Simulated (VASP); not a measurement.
# SiNi (Pmmn) in VASP: relaxation of shape and atoms at fixed volume with r2SCAN

Aim: the relaxation of shape and atoms at fixed volume of SiNi with r2SCAN.

All numbers are computed with VASP 6.6.1; they aren't measurements. Logs are shortened: lines on timing, memory, paths and dates and some standing lists are left out, and cuts for length are marked.

## (1) The cell of the first run

Symmetry: Pmmn, No. 59, orthorhombic system. Conventional cell: a = 2.780 Å, b = 3.240 Å, c = 4.577 Å, α = 90.00°, β = 90.00°, γ = 90.00°. Within 3.0 Å of Si (site symmetry mm2) lie 6 Ni at 2.29 to 2.30 Å and 6 Si at 2.57 to 2.78 Å. Ni (site symmetry mm2) has 6 Si at 2.29 to 2.30 Å and 6 Ni at 2.56 to 2.78 Å within 3.0 Å.

## (2) Relaxation of shape and atoms at fixed volume, r2SCAN (10.31 Å³/atom)

Contents of POSCAR:

```
SiNi
1.0
    2.7800761486      0.0000000000      0.0000000000
    0.0000000000      3.2400558343      0.0000000000
    0.0000000000      0.0000000000      4.5767282244
Si Ni
2 2
Direct
    0.0000000000      0.0000000000      0.1554306309
    0.5000000000      0.5000000000      0.8445693691
    0.0000000000      0.0000000000      0.6551151176
    0.5000000000      0.5000000000      0.3448848824
```

Contents of INCAR.step1:

```
PREC = Accurate ; ENCUT = 660
ISMEAR = 0 ; SIGMA = 0.1
LREAL = False ; LASPH = True
NELM = 120 ; GGA = PE
ALGO = Normal ; EDIFF = 1E-5
LWAVE = True ; LCHARG = False
GGA_COMPAT = False ; IBRION = 2
ISIF = 3 ; EDIFFG = -0.005
NELMIN = 4 ; NSW = 100
KPAR = 4
```

Contents of INCAR.step2:

```
PREC = Accurate ; ENCUT = 660
EDIFF = 1E-7 ; ISMEAR = 0
SIGMA = 0.1 ; LREAL = False
LASPH = True ; NELM = 120
ALGO = Normal ; ISIF = 4
LWAVE = False ; LCHARG = False
METAGGA = R2SCAN ; LMIXTAU = True
IBRION = 2 ; NSW = 50
EDIFFG = -0.01 ; ISTART = 1
GGA_COMPAT = False ; NELMIN = 4
KPAR = 4
```

Contents of KPOINTS:

```
regular mesh
0
Gamma
  14 12 10
```

Potentials or basis: VASP PAW PBE potentials, release 64 (Si, Ni).

The run is started by

```bash
$ cat potpaw_PBE.64/Si/POTCAR potpaw_PBE.64/Ni/POTCAR > POTCAR
$ cp INCAR.step1 INCAR
$ mpirun -np 4 vasp_std > vasp.out
$ cp INCAR.step2 INCAR
$ mpirun -np 4 vasp_std > vasp.out
```

OUTCAR:

```text
PREC = Accurate
   ENCUT = 660
   EDIFF = 1E-7
   ISMEAR = 0
   LREAL = False
   LASPH = True
   NELM = 120
   ISIF = 4
   METAGGA = R2SCAN
   IBRION = 2
   NSW = 50
   EDIFFG = -0.01
   ISTART = 1
   NELMIN = 4

 ion  position               nearest neighbor table
   1  0.000  0.000  0.155-   3 2.29   3 2.29   4 2.30   4 2.30   4 2.30   4 2.30   2 2.57   2 2.57
                             2 2.57   2 2.57
   2  0.500  0.500  0.845-   4 2.29   4 2.29   3 2.30   3 2.30   3 2.30   3 2.30   1 2.57   1 2.57
                             1 2.57   1 2.57
   3  0.000  0.000  0.655-   1 2.29   1 2.29   2 2.30   2 2.30   2 2.30   2 2.30   4 2.56   4 2.56
                             4 2.56   4 2.56
   4  0.500  0.500  0.345-   2 2.29   2 2.29   1 2.30   1 2.30   1 2.30   1 2.30   3 2.56   3 2.56
                             3 2.56   3 2.56

  LATTYP: Found a simple orthorhombic cell.
 ALAT       =     2.7800761486
 B/A-ratio  =     1.1654557865
 C/A-ratio  =     1.6462600230

  Lattice vectors:

 A1 = (   2.7800761486,   0.0000000000,   0.0000000000)
 A2 = (   0.0000000000,   3.2400558343,   0.0000000000)
 A3 = (   0.0000000000,   0.0000000000,   4.5767282244)

Analysis of symmetry for initial positions (statically):
=====================================================================
 Subroutine PRICEL returns:
 Original cell was already a primitive cell.

 Routine SETGRP: Setting up the symmetry group for a
 simple orthorhombic supercell.

 Subroutine GETGRP returns: Found  8 space group operations
 (whereof  4 operations were pure point group operations)
 out of a pool of  8 trial point group operations.

The static configuration has the point symmetry C_2v.
 The point group associated with its full space group is D_2h.

Analysis of symmetry for dynamics (positions and initial velocities):
=====================================================================
 Subroutine PRICEL returns:
 Original cell was already a primitive cell.

 Routine SETGRP: Setting up the symmetry group for a
 simple orthorhombic supercell.

 Subroutine GETGRP returns: Found  8 space group operations
 (whereof  4 operations were pure point group operations)
 out of a pool of  8 trial point group operations.

The dynamic configuration has the point symmetry C_2v.
 The point group associated with its full space group is D_2h.

 Subroutine INISYM returns: Found  8 space group operations
 (whereof  4 operations are pure point group operations),
[... 108 lines left out ...]
   POTIM  = 0.5000    time-step for ionic-motion
   TEBEG  =    0.0;   TEEND  =   0.0 temperature during run
   PSTRESS=    0.0 pullay stress
   NELECT =      28.0000    total number of electrons
   NUPDOWN=      -1.0000    fix difference up-down
   EMIN   =  10.00;   EMAX   =-10.00  energy-range for DOS
   EFERMI =   0.00;   METHOD = LEGACY
   ISMEAR =     0;   SIGMA  =   0.10  broadening in eV -4-tet -1-fermi 0-gaus
   EFERMI_NEDOS =   21; number of points for ismear=-14 and -15
   IALGO  =     38    algorithm
   IMIX   =      4    mixing-type and parameters
     AMIX     =   0.40;   BMIX     =  1.00
     AMIX_MAG =   1.60;   BMIX_MAG =  1.00
  volume/ion in A,a.u.               =      10.31        69.55
  Fermi-wavevector in a.u.,A,eV,Ry     =   1.439040  2.719390 28.175419  2.070835
  Thomas-Fermi vector in A             =   2.557939
   LORBIT       =      0    0 simple, 1 ext, 2 COOP (PROOUT), +10 PAW based schemes
   METAGGA = R2SCAN    functional components
   LHFCALC =     F    Hartree Fock is set to
   AEXX    =    0.0000 exact exchange contribution
   IVDW    =     0    specifies the selected vdW correction
   LEPSILON=     F    determine dielectric tensor
   LRPA    =     F    only Hartree local field effects (RPA)
 conjugate gradient relaxation of ions
 non-spin polarized calculation
 Gauss-broadening in eV      SIGMA  =   0.10
  energy-cutoff  :      660.00
  volume of cell :       41.23
 maximum number of plane-waves:      1614
 NGX is ok and might be reduce to    24
   NGX = 11   NGY = 13   NGZ = 19

--------------------------------------- Ionic step        1  -------------------------------------------

 number of electron      27.9999985 magnetization

 Free energy of the ion-electron system (eV)
  ---------------------------------------------------
  ext. energy  EPLUGINS =         0.00000000
  ---------------------------------------------------
  free energy    TOTEN  =       -42.87101881 eV

  energy without entropy =      -42.86706812  energy(sigma->0) =      -42.86904346

------------------------ aborting loop because EDIFF is reached ----------------------------------------

  FORCE on cell =-STRESS in cart. coord.  units (eV):
  Direction    XX          YY          ZZ          XY          YZ          ZX
  --------------------------------------------------------------------------------------
  -------------------------------------------------------------------------------------
  Total        5.0782404      5.4140516      5.7951374      0.0000000      0.0000000      0.0000000
  in kB      197.3601772    210.4111094    225.2215854      0.0000000      0.0000000      0.0000000
  external PRESSURE =     210.9976240 kB  Pullay stress =       0.0000000 kB
[... 291 lines left out ...]
--------------------------------------- Ionic step        9  -------------------------------------------

 number of electron      27.9999994 magnetization

 Free energy of the ion-electron system (eV)
  ---------------------------------------------------
  ext. energy  EPLUGINS =         0.00000000
  ---------------------------------------------------
  free energy    TOTEN  =       -42.87390566 eV

  energy without entropy =      -42.87011890  energy(sigma->0) =      -42.87201228

 E-fermi :  13.1338     XC(G=0): -14.1189

 val. band max:       13.1291506466   @ k =   0.2143   0.0000   0.2000
 cond. band min:      13.1406857024   @ k =   0.2143   0.1667   0.0000
 fundamental gap:      0.0115350557
 Fermi energy:        13.1338401526

 k-point     1 :       0.0000    0.0000    0.0000
  band No.  band energies     occupation
      1      -2.7309      2.00000
      2       3.7480      2.00000
      3       5.4024      2.00000
      4       8.0186      2.00000
      5       8.4615      2.00000
      6       9.7184      2.00000
[... 481 lines left out ...]
      5       7.9452      2.00000
      6       7.9452      2.00000
[... 10 lines left out ...]
     17      15.7440      0.00000
     18      15.7440      0.00000

 [... further k-points ...]

------------------------ aborting loop because EDIFF is reached ----------------------------------------

  FORCE on cell =-STRESS in cart. coord.  units (eV):
  Direction    XX          YY          ZZ          XY          YZ          ZX
  --------------------------------------------------------------------------------------
  -------------------------------------------------------------------------------------
  Total        5.2505635      5.2475157      5.2455713      0.0000000      0.0000000      0.0000000
  in kB      204.0573225    203.9388733    203.8633079      0.0000000      0.0000000      0.0000000
  external PRESSURE =     203.9531679 kB  Pullay stress =       0.0000000 kB
[... 19 lines left out ...]
  FREE ENERGIE OF THE ION-ELECTRON SYSTEM (eV)
  ---------------------------------------------------
  free  energy   TOTEN  =       -42.8739056606 eV

  energy  without entropy=      -42.8701188962  energy(sigma->0) =      -42.87201228

 reached required accuracy - stopping structural energy minimisation
```

OUTCAR.step1:

```text
PREC = Accurate
   ENCUT = 660
   ISMEAR = 0
   LREAL = False
   LASPH = True
   NELM = 120
   GGA = PE
   EDIFF = 1E-5
   IBRION = 2
   ISIF = 3
   EDIFFG = -0.005
[... 924 lines left out ...]
 cond. band min:      11.1638502213   @ k =   0.3571   0.5000   0.4000
 fundamental gap:      0.0197774833
 Fermi energy:        11.1449872960

 k-point     1 :       0.0000    0.0000    0.0000
  band No.  band energies     occupation
      1      -2.6136      2.00000
      2       3.1241      2.00000
      3       4.7760      2.00000
      4       7.0905      2.00000
      5       7.7054      2.00000
      6       8.1525      2.00000
[... 526 lines left out ...]
  FREE ENERGIE OF THE ION-ELECTRON SYSTEM (eV)
  ---------------------------------------------------
  free  energy   TOTEN  =       -23.6118483597 eV

  energy  without entropy=      -23.6064528726  energy(sigma->0) =      -23.60915062

 reached required accuracy - stopping structural energy minimisation
```

OSZICAR.step1:

```text
N       E                     dE             d eps       ncg     rms          rms(c)
DAV:   1     0.160308946585E+03    0.16031E+03   -0.15089E+04 12104   0.227E+03
DAV:   2    -0.180449715780E+02   -0.17835E+03   -0.17342E+03 12102   0.360E+02
DAV:   3    -0.265093057974E+02   -0.84643E+01   -0.82663E+01 13722   0.961E+01
[... 349 lines left out ...]
       N       E                     dE             d eps       ncg     rms          rms(c)
DAV:   1    -0.236118553268E+02   -0.13697E-04   -0.44545E-04 12718   0.183E-01    0.228E-02
DAV:   2    -0.236118547655E+02    0.56134E-06   -0.58937E-05 12254   0.141E-01    0.201E-02
DAV:   3    -0.236118493441E+02    0.54214E-05   -0.26698E-05  7574   0.103E-01    0.925E-03
DAV:   4    -0.236118483597E+02    0.98442E-06   -0.41961E-06  6062   0.306E-02
  47 F= -.23611848E+02 E0= -.23609151E+02  d E =-.991156E-05
```

It took 27 min on 4 MPI ranks of Intel Xeon Platinum 8488C (Sapphire Rapids), shared host; peak memory 0.46 GiB.

Results:

* Free energy: -42.8739 eV
* Energy gained by relaxing: 0.7 meV/atom
* Ionic steps: 9
* Pressure after relaxing: 20.4 GPa
* Band gap on the k mesh: zero (bands 14 and 15 overlap by 1.93 eV)

The path:
```csv
step,energy change (eV),largest force (eV/Å),pressure (GPa),volume (Å³)
1,0.0000,0.1164,21.10,41.23
2,-0.0023,0.0171,20.53,41.23
3,-0.0023,0.0177,20.56,41.23
4,-0.0027,0.0113,20.48,41.23
5,-0.0028,0.0399,20.42,41.23
6,-0.0028,0.0357,20.42,41.23
7,-0.0029,0.0109,20.40,41.23
8,-0.0029,0.0127,20.40,41.23
9,-0.0029,0.0019,20.40,41.23
```

Final structure:
```
Si Ni
1.0
     2.75686    0.00000    0.00000
     0.00000    3.25508    0.00000
     0.00000    0.00000    4.59396
Si Ni
2 2
Direct
  0.00000 0.00000 0.15473
  0.50000 0.50000 0.84527
  0.00000 0.00000 0.65399
  0.50000 0.50000 0.34601
```

Caveat: the PAW data sets were made with another functional, which shifts forces and pressure a little.
